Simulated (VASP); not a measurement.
Runs of VASP 6.6.1 on Ce. It takes space group Im-3m (No. 229, cubic). Conventional cell: a = 3.887 Å, b = 3.887 Å, c = 3.887 Å, α = 90.00°, β = 90.00°, γ = 90.00°. Ce (site symmetry m-3m) has 14 Ce at 3.37 to 3.89 Å within 4.4 Å. 

```tsv
smearing	gap on the mesh (eV)	pressure (GPa)	moment (μB)
methfessel-paxton 0.5 eV	none	(a)	1.10
methfessel-paxton 0.1 eV	none	-7.8	0.00
methfessel-paxton 0.3 eV	none	-8.3	0.00
methfessel-paxton 0.2 eV	none	-7.8	0.00
```

Alike in all rows: task single point; level LDA; potentials or basis VASP PAW LDA potentials, release 64 (Ce); spin collinear, ferromagnetic start; cell as given; k mesh 4 × 4 × 4; cutoff (eV) 500.

Problem. Fill in the values left out.

Solution. (a) -7.3.

Caveats: all runs use coarse meshes; the magnetic or orbital state may not be the lowest; spin-orbit coupling is left out, which moves the levels of the heavy elements.

A k mesh can miss the band edges, and the runs leave out spin-orbit coupling on Ce.

A gap of «none» marks levels without a gap at the run's occupations.
